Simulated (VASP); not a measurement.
Ni: single point with LDA

Ni:

```
Ni
1.0
    -1.43699    1.43699    1.43699
     1.43699   -1.43699    1.43699
     1.43699    1.43699   -1.43699
Ni
1
Direct
  0.00000 0.00000 0.00000
```

This isn't the form of Ni at room conditions, which is fcc.

| Property | Result |
| --- | --- |
| Program | VASP 6.6.1 |
| Task | single point |
| Functional | LDA |
| Potentials or basis | VASP PAW LDA potentials, release 64 (Ni) |
| Cutoff | 520 eV |
| k mesh | 17 × 17 × 17 |
| Occupations | fermi-dirac, width 0.05 eV |
| Spin | no spin polarisation |
| Dipole correction | no |
| Further INCAR settings | ALGO = Normal; EDIFF = 1e-06; NBANDS = 11 |

* Pressure: -27.9 GPa
* Band gap on the k mesh: zero (bands 5 and 6 overlap by 0.84 eV)

Levels at points of the mesh, in eV from the Fermi level:
```csv
k point,band 2,band 3,band 4,band 5,band 6,band 7,band 8,band 9
"(0.00, 0.00, 0.00)",-1.67,-1.67,-1.67,-0.45,-0.45,25.70,25.70,25.70
```

Run time: 32 s on 1 thread of Intel Xeon 8259CL (shared host), peak memory 0.13 GiB.

Caveat: the cell stands under tension; the run has no spin polarisation, though such a crystal can be magnetic. Spin polarisation is off, so any magnetic state and its effect on volume and gap are missing.
